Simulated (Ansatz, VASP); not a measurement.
## Se: VASP beside Ansatz

The input INCAR:

```
ALGO = Normal
EDIFF = 1E-6
EDIFFG = -0.01
ENCUT = 600
GGA = PE
IBRION = 2
ISIF = 3
ISMEAR = -1
IVDW = 12
LASPH = T
LCHARG = F
LREAL = F
LWAVE = F
NELM = 60
NSW = 60
PREC = Accurate
SIGMA = 0.05
```

Contents of KPOINTS:

```
k-points
0
Gamma
  7 7 6
```

The input POSCAR:

```
Se
1.0
    4.3662000000      0.0000000000      0.0000000000
   -2.1831000000      3.7812401180      0.0000000000
    0.0000000000      0.0000000000      4.9536000000
Se
3
Direct
    0.7746000000      0.7746000000      0.0000000000
    0.0000000000      0.2254000000      0.6666666667
    0.2254000000      0.0000000000      0.3333333333
```

File input.yaml:

```yaml
crystal:
  lattice:
    - [4.3662, 0.0, 0.0]
    - [-2.1831, 3.781240118, 0.0]
    - [0.0, 0.0, 4.9536]
  atoms:
    - { symbol: Se, position: [0.7746, 0.7746, 0.0] }
    - { symbol: Se, position: [0.0, 0.2254, 0.6666666667] }
    - { symbol: Se, position: [0.2254, 0.0, 0.3333333333] }
hamiltonian:
  xc: pbe
  pseudopotentials: { kind: paw }
  dispersion: d3bj
kpoints:
  mp_grid: { grid: [7, 7, 6] }
scf:
  occupations: { method: fermi_dirac, width: 0.05 }
output:
  forces: true
  stress: true
relax:
  f_tol: 0.01
  max_steps: 40
  cell: { stress_tol: 0.05 }
```

Alike in both runs: task relaxation of cell and atoms; functional PBE; dispersion D3(BJ); k mesh 7 × 7 × 6; occupations fermi-dirac, width 0.05 eV; no spin polarisation.

|  | VASP | Ansatz |
| --- | --- | --- |
| version | VASP 6.6.1 | Ansatz 0.2.0 |
| potentials or method | VASP PAW PBE potentials, release 64 (Se) | Ansatz PAW |
| plane-wave cutoff (eV) | 600 | 420 |
| valence electrons in the cell | 18 | 48 |

Ansatz gave:

```
relaxed volume (Å³/atom)                                     : 24.46
relaxed cell length with the largest relative difference (Å) : 5.132
```

Q: Estimate VASP's values.

A: Relaxed volume (Å³/atom): 24.48; relaxed cell length with the largest relative difference (Å): 5.136.

VASP's potentials hold 18 valence electrons a cell and Ansatz's 48, so a difference there can come from the potentials and not from the codes.

Noted on Ansatz's run: odd divisions of the mesh miss points on the zone boundary, where band edges often lie, so the gap on the mesh can be too wide; the plane-wave basis is chosen anew once the cell has moved, so the energies of steps on either side of that aren't comparable.
